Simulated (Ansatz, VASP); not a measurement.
## LiF: VASP beside Ansatz

```xyz
4
Lattice="3.0976 0.0000 0.0000 -1.5488 2.6826 0.0000 0.0000 0.0000 4.4581" Properties=species:S:1:pos:R:3 pbc="T T T"
Li    0.0000    1.7884    1.5449
Li    1.5488    0.8942    3.7740
F     0.0000    1.7884    4.4181
F     1.5488    0.8942    2.1890
```

Alike in both runs: task single point; functional LDA; k mesh 9 × 9 × 6; occupations gaussian, width 0.05 eV; no spin polarisation.

|  | VASP | Ansatz |
| --- | --- | --- |
| version | VASP 6.6.1 | Ansatz 0.2.0 |
| potentials or method | VASP PAW LDA potentials, release 64 (Li_sv, F), cutoff 520 eV | scalar-relativistic, plane waves, PAW |
| valence electrons in the cell | 20 | 20 |

```csv
,VASP,Ansatz,Ansatz less VASP
gap on the k mesh at the Fermi level (eV),7.88,7.90,+0.016
least direct gap on the mesh (eV),7.90,7.92,+0.014
rms of the force components (eV/Å),1.120,1.089,-0.0316
```

LDA's correlation is that of Perdew and Zunger in VASP and of Perdew and Wang (1992) in Ansatz. Atom by atom the forces differ by 0.032 eV/Å (rms over components).

Noted on VASP's run: the cutoff is under 1.25 times that of the potentials, so the pressure is a little rough.
